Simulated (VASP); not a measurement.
Input of a VASP 6.6.1 run:

INCAR

```
SYSTEM = Sb
  ALGO = Normal
  EDIFF = 1E-6
  ENCUT = 520
  GGA = PE
  ISIF = 2
  ISMEAR = 0
  LASPH = .True.
  LCHARG = .False.
  LREAL = .False.
  LWAVE = .False.
  NBANDS = 8
  NELM = 80
  PREC = Accurate
  SIGMA = 0.1
```

KPOINTS

```
k-points
0
Gamma
  18 18 18
  0 0 0
```

Contents of POSCAR:

```
Sb
1.0
    3.0133054104      0.0000000000      0.0000000000
    0.0000000000      3.0133054104      0.0000000000
    0.0000000000      0.0000000000      3.0133054104
Sb
1
Direct
    0.0000000000      0.0000000000      0.0000000000
```

Potentials or basis: VASP PAW PBE potentials, release 64 (Sb).

Run with:

```sh
$ cat potpaw_PBE.64/Sb/POTCAR > POTCAR
$ mpirun -np 1 vasp_std > vasp.out
```

(1) What does it give for the pressure?

Results:

(1) 6.5 GPa.
